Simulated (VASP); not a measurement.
# ZnS (P1) in VASP: a series of runs

The runs below take ZnS through single point, with r2SCAN.

All numbers are computed with VASP 6.6.1; they aren't measurements. Logs are shortened: lines on timing, memory, paths and dates and some standing lists are left out, and cuts for length are marked.

## Step 1: The cell of the first run

The typed cell holds 4 atoms: a = 3.807 Å, b = 3.807 Å, c = 6.246 Å, α = 90.00°, β = 90.00°, γ = 120.00°.

## Step 2: Single point, r2SCAN (atom 1 (Zn) moved by (-0.450, -0.450) A along x and z)

The input, POSCAR:

```
ZnS
1.0
    3.8067217473      0.0000000000      0.0000000000
   -1.9033608736      3.2967177383      0.0000000000
    0.0000000000      0.0000000000      6.2457351521
Zn S
2 2
Direct
    0.2151213836      0.6666666667     -0.0666610936
    0.6666666667      0.3333333333      0.5053880710
    0.3333333333      0.6666666667      0.3796119290
    0.6666666667      0.3333333333      0.8796119290
```

The input, INCAR.step1:

```
SYSTEM = ZnS
ALGO = Normal
EDIFF = 1E-4
ENCUT = 520
GGA = PE
ISMEAR = 0
LASPH = .True.
LCHARG = .False.
LREAL = .False.
LWAVE = .True.
NBANDS = 26
NELM = 60
PREC = Accurate
SIGMA = 0.05
```

The input, INCAR.step2:

```
SYSTEM = ZnS
ALGO = Normal
EDIFF = 1E-6
ENCUT = 520
ISIF = 2
ISMEAR = 0
ISTART = 1
LASPH = .True.
LCHARG = .False.
LMIXTAU = .True.
LREAL = .False.
LWAVE = .False.
METAGGA = R2SCAN
NBANDS = 26
NELM = 60
PREC = Accurate
SIGMA = 0.05
```

The input, KPOINTS:

```
k-points
0
Gamma
  6 6 4
  0 0 0
```

Potentials or basis: VASP PAW PBE potentials, release 64 (Zn, S).

Run with:

```
cat potpaw_PBE.64/Zn/POTCAR potpaw_PBE.64/S/POTCAR > POTCAR
cp INCAR.step1 INCAR
mpirun -np 1 vasp_std > vasp.out
cp INCAR.step2 INCAR
mpirun -np 1 vasp_std > vasp.out
```

OUTCAR:

```text
SYSTEM = ZnS
   EDIFF = 1E-6
   ENCUT = 520
   ISIF = 2
   ISMEAR = 0
   ISTART = 1
   LASPH = .True.
   LREAL = .False.
   METAGGA = R2SCAN
   NELM = 60
   PREC = Accurate

 ion  position               nearest neighbor table
   1  0.215  0.667  0.933-   4 1.85   4 2.27   4 2.62   3 2.82
   2  0.667  0.333  0.505-   3 2.33   3 2.33   3 2.33   4 2.34
   3  0.333  0.667  0.380-   2 2.33   2 2.33   2 2.33   1 2.82
   4  0.667  0.333  0.880-   1 1.85   1 2.27   2 2.34   1 2.62

  LATTYP: Found a hexagonal cell.
 ALAT       =     3.8067217473
 C/A-ratio  =     1.6407122891

  Lattice vectors:

 A1 = (   3.8067217473,   0.0000000000,   0.0000000000)
 A2 = (  -1.9033608736,   3.2967177383,   0.0000000000)
 A3 = (   0.0000000000,   0.0000000000,   6.2457351521)

Analysis of symmetry for initial positions (statically):
=====================================================================
 Subroutine PRICEL returns:
 Original cell was already a primitive cell.

 Routine SETGRP: Setting up the symmetry group for a
 hexagonal supercell.

 Subroutine GETGRP returns: Found  1 space group operations
 (whereof  1 operations were pure point group operations)
 out of a pool of 24 trial point group operations.

The static configuration has the point symmetry C_1 .

Analysis of symmetry for dynamics (positions and initial velocities):
=====================================================================
 Subroutine PRICEL returns:
 Original cell was already a primitive cell.

 Routine SETGRP: Setting up the symmetry group for a
 hexagonal supercell.

 Subroutine GETGRP returns: Found  1 space group operations
 (whereof  1 operations were pure point group operations)
 out of a pool of 24 trial point group operations.

The dynamic configuration has the point symmetry C_1 .

 Subroutine INISYM returns: Found  1 space group operations
 (whereof  1 operations are pure point group operations),
 and found     1 'primitive' translations

----------------------------------------------------------------------------------------

                                     Primitive cell

  volume of cell :      78.3820

  direct lattice vectors                    reciprocal lattice vectors
     3.806721747  0.000000000  0.000000000     0.262693222  0.151666002  0.000000000
    -1.903360874  3.296717738  0.000000000     0.000000000  0.303332005  0.000000000
     0.000000000  0.000000000  6.245735152     0.000000000  0.000000000  0.160109255

  length of vectors
     3.806721747  3.806721747  6.245735152     0.303332005  0.303332005  0.160109255

  position of ions in fractional coordinates (direct lattice)
     0.215121384  0.666666667  0.933338906
     0.666666667  0.333333333  0.505388071
     0.333333333  0.666666667  0.379611929
     0.666666667  0.333333333  0.879611929

  ion indices of the primitive-cell ions
   primitive index   ion index
                 1           1
                 2           2
                 3           3
                 4           4

----------------------------------------------------------------------------------------

 KPOINTS: k-points

Automatic generation of k-mesh.
 Grid dimensions read from file:
 generate k-points for:    6    6    4

 Generating k-lattice:

  Cartesian coordinates                     Fractional coordinates (reciprocal lattice)
     0.043782204  0.025277667  0.000000000     0.166666667  0.000000000  0.000000000
     0.000000000  0.050555334  0.000000000     0.000000000  0.166666667  0.000000000
     0.000000000  0.000000000  0.040027314     0.000000000  0.000000000  0.250000000

  Length of vectors
     0.050555334  0.050555334  0.040027314

  Shift w.r.t. Gamma in fractional coordinates (k-lattice)
     0.000000000  0.000000000  0.000000000

 Subroutine IBZKPT returns following result:
 ===========================================

 Found     76 irreducible k-points:

 Following reciprocal coordinates:
            Coordinates               Weight
  0.000000  0.000000  0.000000      1.000000
  0.166667  0.000000  0.000000      2.000000
  0.000000  0.166667  0.000000      2.000000
 -0.166667  0.166667  0.000000      2.000000
  0.333333  0.000000  0.000000      2.000000
  0.000000  0.333333  0.000000      2.000000
[... 16 lines left out ...]
  0.000000  0.166667  0.250000      2.000000
 -0.166667  0.166667  0.250000      2.000000
 [... further k-points ...]
   k-points           NKPTS =     76   k-points in BZ     NKDIM =     76   number of bands    NBANDS=     26
   number of dos      NEDOS =    301   number of ions     NIONS =      4
   total plane-waves  NPLWV =  37632
   dimension x,y,z NGX =    28 NGY =   28 NGZ =   48
   dimension x,y,z NGXF=    56 NGYF=   56 NGZF=   96
   ions per type =               2   2
   NGX,Y,Z   is equivalent  to a cutoff of  12.23, 12.23, 12.78 a.u.
   NGXF,Y,Z  is equivalent  to a cutoff of  24.46, 24.46, 25.55 a.u.
 SYSTEM =  ZnS
   PREC   = accura    normal or accurate (medium, high low for compatibility)
   ISTART =      1    job   : 0-new  1-cont  2-samecut
   ICHARG =      0    charge: 1-file 2-atom 10-const
   ISPIN  =      1    spin polarized calculation?
   LNONCOLLINEAR =      F non collinear calculations
   LSORBIT =      F    spin-orbit coupling
   LASPH  =      T    aspherical Exc in radial PAW
   ENCUT  =  520.0 eV  38.22 Ry    6.18 a.u.   7.08  7.08 11.61*2*pi/ulx,y,z
   NELM   =     60;   NELMIN=  2; NELMDL=  0     # of ELM steps
   EDIFF  = 0.1E-05   stopping-criterion for ELM
   LREAL  =      F    real-space projection
   EDIFFG = 0.1E-04   stopping-criterion for IOM
   NSW    =      0    number of steps for IOM
   IBRION =     -1    ionic relax: 0-MD 1-quasi-New 2-CG
   NFREE  =      0    steps in history (QN), initial steepest desc. (CG)
   ISIF   =      2    stress and relaxation
   ISYM   =      2    0-nonsym 1-usesym 2-fastsym
   POTIM  = 0.5000    time-step for ionic-motion
   TEBEG  =    0.0;   TEEND  =   0.0 temperature during run
   PSTRESS=    0.0 pullay stress
   NELECT =      36.0000    total number of electrons
   NUPDOWN=      -1.0000    fix difference up-down
   EMIN   =  10.00;   EMAX   =-10.00  energy-range for DOS
   EFERMI =   0.00;   METHOD = LEGACY
   ISMEAR =     0;   SIGMA  =   0.05  broadening in eV -4-tet -1-fermi 0-gaus
   EFERMI_NEDOS =   21; number of points for ismear=-14 and -15
   IALGO  =     38    algorithm
   IMIX   =      4    mixing-type and parameters
     AMIX     =   0.40;   BMIX     =  1.00
     AMIX_MAG =   1.60;   BMIX_MAG =  1.00
  volume/ion in A,a.u.               =      19.60       132.24
  Fermi-wavevector in a.u.,A,eV,Ry     =   1.263097  2.386908 21.706940  1.595415
  Thomas-Fermi vector in A             =   2.396472
   LORBIT       =      0    0 simple, 1 ext, 2 COOP (PROOUT), +10 PAW based schemes
   METAGGA = R2SCAN    functional components
   LHFCALC =     F    Hartree Fock is set to
   AEXX    =    0.0000 exact exchange contribution
   IVDW    =     0    specifies the selected vdW correction
   LEPSILON=     F    determine dielectric tensor
   LRPA    =     F    only Hartree local field effects (RPA)
 non-spin polarized calculation
 Gauss-broadening in eV      SIGMA  =   0.05
  energy-cutoff  :      520.00
  volume of cell :       78.38
 maximum number of plane-waves:      2130
   NGX = 15   NGY = 15   NGZ = 23

 number of electron      36.0000003 magnetization

 Free energy of the ion-electron system (eV)
  ---------------------------------------------------
  ext. energy  EPLUGINS =         0.00000000
  ---------------------------------------------------
  free energy    TOTEN  =       -35.90182047 eV

  energy without entropy =      -35.90182047  energy(sigma->0) =      -35.90182047

 E-fermi :   2.4062     XC(G=0): -10.2775

 val. band max:        2.1874223536   @ k =   0.0000   0.0000   0.0000
 cond. band min:       4.4814636564   @ k =   0.0000   0.0000   0.0000
 fundamental gap:      2.2940413027
 Fermi energy:         2.4062374236

 k-point     1 :       0.0000    0.0000    0.0000
  band No.  band energies     occupation
      1     -12.8120      2.00000
      2     -10.5377      2.00000
      3      -6.1852      2.00000
      4      -5.8926      2.00000
      5      -5.5729      2.00000
      6      -5.1828      2.00000
[... 18 lines left out ...]
     25      10.4880      0.00000
     26      11.4728      0.00000

 k-point     2 :       0.1667    0.0000    0.0000
  band No.  band energies     occupation
      1     -12.6200      2.00000
      2     -10.3952      2.00000
      3      -6.2793      2.00000
      4      -5.7466      2.00000
      5      -5.6111      2.00000
      6      -5.1767      2.00000
[... 18 lines left out ...]
     25      10.4981      0.00000
     26      10.8568      0.00000

 k-point     3 :       0.0000    0.1667    0.0000
  band No.  band energies     occupation
      1     -12.6310      2.00000
      2     -10.3945      2.00000
      3      -6.2873      2.00000
      4      -5.7820      2.00000
      5      -5.6003      2.00000
      6      -5.1894      2.00000
[... 18 lines left out ...]
     25      10.7005      0.00000
     26      11.0285      0.00000

 k-point     4 :      -0.1667    0.1667    0.0000
  band No.  band energies     occupation
      1     -12.6766      2.00000
      2     -10.3971      2.00000
      3      -6.1518      2.00000
      4      -5.8710      2.00000
      5      -5.5682      2.00000
      6      -5.1933      2.00000
[... 18 lines left out ...]
     25      10.8629      0.00000
     26      11.0703      0.00000

 k-point     5 :       0.3333    0.0000    0.0000
  band No.  band energies     occupation
      1     -12.1808      2.00000
      2     -10.0921      2.00000
      3      -6.3645      2.00000
      4      -5.7038      2.00000
      5      -5.4902      2.00000
      6      -5.1891      2.00000
[... 18 lines left out ...]
     25      11.3680      0.00000
     26      12.0412      0.00000

 k-point     6 :       0.0000    0.3333    0.0000
  band No.  band energies     occupation
      1     -12.2216      2.00000
      2     -10.0873      2.00000
      3      -6.3873      2.00000
      4      -5.7887      2.00000
      5      -5.5007      2.00000
      6      -5.1900      2.00000
[... 427 lines left out ...]
 k-point    21 :       0.0000    0.0000    0.2500
  band No.  band energies     occupation
      1     -12.7856      2.00000
      2     -10.5930      2.00000
      3      -6.1895      2.00000
      4      -5.8994      2.00000
      5      -5.5860      2.00000
      6      -5.2049      2.00000
[... 18 lines left out ...]
     25      10.1948      0.00000
     26      10.7846      0.00000

 k-point    22 :       0.1667    0.0000    0.2500
  band No.  band energies     occupation
      1     -12.5962      2.00000
      2     -10.4410      2.00000
      3      -6.2821      2.00000
      4      -5.7510      2.00000
      5      -5.6304      2.00000
      6      -5.1965      2.00000
[... 18 lines left out ...]
     25      10.2446      0.00000
     26      10.6424      0.00000

 k-point    23 :       0.0000    0.1667    0.2500
  band No.  band energies     occupation
      1     -12.6075      2.00000
      2     -10.4402      2.00000
      3      -6.2886      2.00000
      4      -5.7864      2.00000
      5      -5.6169      2.00000
      6      -5.1981      2.00000
[... 18 lines left out ...]
     25      10.6486      0.00000
     26      10.9951      0.00000

 k-point    24 :      -0.1667    0.1667    0.2500
  band No.  band energies     occupation
      1     -12.6545      2.00000
      2     -10.4407      2.00000
      3      -6.1545      2.00000
      4      -5.8775      2.00000
      5      -5.5764      2.00000
      6      -5.2025      2.00000
[... 18 lines left out ...]
     25      10.4681      0.00000
     26      10.9165      0.00000

 [... further k-points ...]

------------------------ aborting loop because EDIFF is reached ----------------------------------------

  FORCE on cell =-STRESS in cart. coord.  units (eV):
  Direction    XX          YY          ZZ          XY          YZ          ZX
  --------------------------------------------------------------------------------------
  -------------------------------------------------------------------------------------
  Total        8.2417562      5.0939412      0.2157604      7.0486011      1.4764885      2.0279765
  in kB      168.4666278    104.1233287      4.4102771    144.0777950     30.1803449     41.4531029
  external PRESSURE =      92.3334112 kB  Pullay stress =       0.0000000 kB

 VOLUME and BASIS-vectors are now :
 -----------------------------------------------------------------------------
  energy-cutoff  :      520.00
  volume of cell :       78.38
      direct lattice vectors                 reciprocal lattice vectors
     3.806721747  0.000000000  0.000000000     0.262693222  0.151666002  0.000000000
    -1.903360874  3.296717738  0.000000000     0.000000000  0.303332005  0.000000000
     0.000000000  0.000000000  6.245735152     0.000000000  0.000000000  0.160109255

 POSITION                                       TOTAL-FORCE (eV/Angst)
 -----------------------------------------------------------------------------------
     -0.45000      2.19781      5.82939         7.047730      4.372883      2.522657
      1.90336      1.09891      3.15652         0.000855     -0.009383     -0.812653
     -0.00000      2.19781      2.37096        -0.134995      0.040045     -0.270625
      1.90336      1.09891      5.49382        -6.913589     -4.403544     -1.439379
 -----------------------------------------------------------------------------------
    total drift:                               -0.000081     -0.028592      0.008296

  FREE ENERGIE OF THE ION-ELECTRON SYSTEM (eV)
  ---------------------------------------------------
  free  energy   TOTEN  =       -35.9018204665 eV

  energy  without entropy=      -35.9018204665  energy(sigma->0) =      -35.90182047
```

Run time: 3.1 min. Hardware: 1 thread of Intel Xeon 6975P-C (Granite Rapids), shared host; peak memory 0.27 GiB.

Results:

```yaml
Free_energy: -35.9018 eV
Pressure: 9.2 GPa
Largest_force: 8.669 eV/Å
Band_gap_on_the_k_mesh: 2.29 eV
```

Forces on the atoms (eV/Å):
```
Zn   7.048  4.373  2.523
Zn   0.001 -0.009 -0.813
S   -0.135  0.040 -0.271
S   -6.914 -4.404 -1.439
```

Caveat: the cell differs from its parent crystal (atom 1 (Zn) moved by (-0.450, -0.450) A along x and z); the stress differs along the axes, from 0 to 17 GPa; the PAW data sets were made with another functional, which shifts forces and pressure a little. A k mesh can miss the band edges.

(Part 1 of 2 ends here.)
